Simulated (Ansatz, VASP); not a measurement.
# LiH: VASP beside Ansatz

```xyz
2
Lattice="0.0000 2.0368 2.0368 2.0368 0.0000 2.0368 2.0368 2.0368 0.0000" Properties=species:S:1:pos:R:3 pbc="T T T"
Li    0.0000    0.0000    0.0000
H     2.0368    2.0368    2.0368
```

Alike in both runs: task single point; functional HSE06; k mesh 8 × 8 × 8; occupations fermi-dirac, width 0.05 eV; no spin polarisation.

|  | VASP | Ansatz |
| --- | --- | --- |
| version | VASP 6.6.1 | Ansatz 0.2.0 |
| potentials or method | VASP PAW PBE potentials, release 64 (Li_sv, H), cutoff 520 eV | all-electron PAW datasets made for the crystal |

|  | VASP | Ansatz | Ansatz less VASP |
| --- | --- | --- | --- |
| gap on the k mesh at the Fermi level (eV) | 4.00 | 4.00 | +0.003 |
| least direct gap on the mesh (eV) | 4.00 | 4.00 | +0.003 |

Ansatz ran all-electron here, and VASP with PAW potentials.

Noted on VASP's run: the cutoff is short for stress, so the pressure is rough. Noted on Ansatz's run: the program warned that the printed levels may be off, so bands, gaps and densities of states are rough.
